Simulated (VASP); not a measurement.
# BN (P1) in VASP: further runs, part 3 of 3

VASP 6.6.1. The steps go on from the part before.

**5. Single point, PBE (mode 4 frozen in at -0.051 Å and mode 5 at +0.034 Å (largest displacements))**

INCAR reads:

```
ALGO     = Normal         # electronic algorithm
EDIFF    = 1E-6           # SCF threshold, eV
ENCUT    = 520            # plane-wave cutoff, eV
GGA      = PE             # functional
ISIF     = 2              # what is computed and relaxed
ISMEAR   = 0              # smearing method
LASPH    = True           # aspherical terms in the spheres
LCHARG   = False          # write CHGCAR
LREAL    = False          # projectors in reciprocal space
LWAVE    = False          # write WAVECAR
NBANDS   = 16             # bands
NELM     = 60             # most SCF steps
PREC     = Accurate       # precision mode
SIGMA    = 0.05           # smearing width, eV
```

KPOINTS reads:

```
k-points
0
Gamma
  6 6 6
```

POSCAR reads:

```
BN
1.0
    0.0000000000     -1.8123937734     -1.8123937734
   -1.8123937734      0.0000000000     -1.8123937734
    1.8123937734      1.8123937734     -3.6247875468
B N
2 2
Direct
   -0.0194198295      0.0259339124      0.0000000000
    0.5194198295      0.4740660876      0.5000000000
    0.3551264199      0.4015398665      0.8750000000
    0.8948735801      0.8484601335      0.3750000000
```

Potentials or basis: VASP PAW PBE potentials, release 64 (B, N).

On the command line:

```bash
> cat potpaw_PBE.64/B/POTCAR potpaw_PBE.64/N/POTCAR > POTCAR
> mpirun -np 1 vasp_std > vasp.out
```

OUTCAR:

```text
EDIFF = 1E-6
   ENCUT = 520
   GGA = PE
   ISIF = 2
   ISMEAR = 0
   LASPH = True
   LREAL = False
   NELM = 60
   PREC = Accurate

 ion  position               nearest neighbor table
   1  0.981  0.026  0.000-   3 1.57   3 1.57   3 1.57   4 1.57
   2  0.519  0.474  0.500-   4 1.57   4 1.57   4 1.57   3 1.57
   3  0.355  0.402  0.875-   1 1.57   1 1.57   1 1.57   2 1.57
   4  0.895  0.848  0.375-   2 1.57   2 1.57   2 1.57   1 1.57

  LATTYP: Found a trigonal (rhomboedric) cell.
 ALAT       =     4.4394399578
 COS(alpha) =     0.8333333333

  Lattice vectors:

 A1 = (   1.8123937734,   3.6247875468,  -1.8123937734)
 A2 = (   3.6247875468,   1.8123937734,  -1.8123937734)
 A3 = (   1.8123937734,   1.8123937734,  -3.6247875468)

Analysis of symmetry for initial positions (statically):
=====================================================================
 Subroutine PRICEL returns:
 Original cell was already a primitive cell.

 Routine SETGRP: Setting up the symmetry group for a
 trigonal (rhombohedral) supercell.

[... 166 lines left out ...]
  free energy    TOTEN  =       -34.81987178 eV

  energy without entropy =      -34.81987178  energy(sigma->0) =      -34.81987178

 E-fermi :   7.5555     XC(G=0): -12.7861

 val. band max:        7.3543363308   @ k =   0.0000   0.0000   0.0000
 cond. band min:      11.7345544401   @ k =   0.0000   0.5000   0.5000
 fundamental gap:      4.3802181092
 Fermi energy:         7.5555295736

 k-point     1 :       0.0000    0.0000    0.0000
  band No.  band energies     occupation
      1     -12.8308      2.00000
      2      -8.6460      2.00000
      3      -3.2985      2.00000
      4       5.3979      2.00000
      5       5.4105      2.00000
      6       7.2600      2.00000
[... 433 lines left out ...]
      3      -1.5872      2.00000
      4      -0.0973      2.00000
      5       1.3004      2.00000
      6       1.8803      2.00000
[... 8 lines left out ...]
     15      22.8753      0.00000
     16      23.5920      0.00000

 [... further k-points ...]
[... 5 lines left out ...]
  --------------------------------------------------------------------------------------
  -------------------------------------------------------------------------------------
  Total       -0.0925346      0.0108082      0.1283411      0.0523437     -0.0111368     -0.0305046
  in kB       -6.2258245      0.7271886      8.6349252      3.5217400     -0.7492967     -2.0523833
  external PRESSURE =       1.0454298 kB  Pullay stress =       0.0000000 kB

 VOLUME and BASIS-vectors are now :
 -----------------------------------------------------------------------------
  energy-cutoff  :      520.00
  volume of cell :       23.81
      direct lattice vectors                 reciprocal lattice vectors
     0.000000000 -1.812393773 -1.812393773     0.137939119 -0.413817356 -0.137939119
    -1.812393773  0.000000000 -1.812393773    -0.413817356  0.137939119 -0.137939119
     1.812393773  1.812393773 -3.624787547     0.137939119  0.137939119 -0.137939119

 POSITION                                       TOTAL-FORCE (eV/Angst)
 -----------------------------------------------------------------------------------
     -0.04700     -1.77720     -1.82420         0.428522     -0.323797      0.103899
      0.04700     -0.03520     -3.61298        -0.436166      0.324510     -0.113899
      0.85810      0.94222     -4.54307         0.581312     -0.434253      0.151065
     -0.85810     -0.94222     -4.51890        -0.573667      0.433539     -0.141065
 -----------------------------------------------------------------------------------
    total drift:                               -0.000052     -0.000041      0.000040

  FREE ENERGIE OF THE ION-ELECTRON SYSTEM (eV)
  ---------------------------------------------------
  free  energy   TOTEN  =       -34.8198717820 eV

  energy  without entropy=      -34.8198717820  energy(sigma->0) =      -34.81987178
```

OSZICAR:

```text
N       E                     dE             d eps       ncg     rms          rms(c)
DAV:   1     0.385827022771E+02    0.38583E+02   -0.85966E+03  3592   0.993E+02
DAV:   2    -0.343914842822E+02   -0.72974E+02   -0.68082E+02  5104   0.227E+02
DAV:   3    -0.367138740064E+02   -0.23224E+01   -0.23158E+01  4176   0.371E+01
DAV:   4    -0.367195768413E+02   -0.57028E-02   -0.57025E-02  4320   0.212E+00
DAV:   5    -0.367195934480E+02   -0.16607E-04   -0.16607E-04  4064   0.106E-01    0.941E+00
DAV:   6    -0.349735343240E+02    0.17461E+01   -0.22814E+00  4616   0.136E+01    0.446E+00
DAV:   7    -0.348475289573E+02    0.12601E+00   -0.32488E-01  4584   0.452E+00    0.275E+00
DAV:   8    -0.348211652350E+02    0.26364E-01   -0.51508E-02  4240   0.189E+00    0.270E-01
DAV:   9    -0.348196157656E+02    0.15495E-02   -0.19185E-03  4208   0.559E-01    0.132E-01
DAV:  10    -0.348198680542E+02   -0.25229E-03   -0.51805E-04  4520   0.177E-01    0.287E-02
DAV:  11    -0.348198710118E+02   -0.29576E-05   -0.40132E-05  4520   0.604E-02    0.148E-02
DAV:  12    -0.348198717820E+02   -0.77020E-06   -0.57238E-06  4528   0.245E-02
   1 F= -.34819872E+02 E0= -.34819872E+02  d E =-.121359E-10
```

Run time: 82 s. Hardware: 1 thread of AMD EPYC 7R13, shared host; peak memory 0.12 GiB.

Results:

- Free energy: -34.8199 eV
- Pressure: 0.1 GPa
- Largest force: 0.741 eV/Å
- Band gap on the k mesh: 4.38 eV

Forces on the atoms (eV/Å):
```
B    0.429 -0.324  0.104
B   -0.436  0.325 -0.114
N    0.581 -0.434  0.151
N   -0.574  0.434 -0.141
```

Stress tensor (GPa, compression positive):
```
-0.62  0.35 -0.21
 0.35  0.07 -0.07
-0.21 -0.07  0.86
```

Levels at points of the mesh, in eV from the valence-band top:
```
           k point  band 6  band 7  band 8  band 9  band 10  band 11
(0.00, 0.00, 0.00)   -0.09   -0.06    0.00    8.61     8.72     8.75
(0.50, 0.00, 0.00)   -4.98   -3.66   -3.64    7.35     7.52    12.30
(0.00, 0.50, 0.00)   -4.90   -3.68   -3.65    7.31     7.55    12.22
(0.50, 0.50, 0.50)   -5.12   -3.64   -3.63    7.42     7.48    12.54
(0.50, 0.50, 0.00)   -4.87   -2.03   -1.92    4.41     9.19     9.90
(0.00, 0.50, 0.50)   -4.88   -1.98   -1.94    4.38     9.01     9.95
(0.50, 0.00, 0.50)   -4.89   -2.01   -1.93    4.39     9.09     9.93
(0.00, 0.00, 0.50)   -1.27   -1.04   -1.04    9.19     9.28     9.96
```

Caveat: the k points lie up to 0.48 Å⁻¹ apart; the cell differs from its parent crystal (mode 4 frozen in at -0.051 Å and mode 5 at +0.034 Å (largest displacements)).
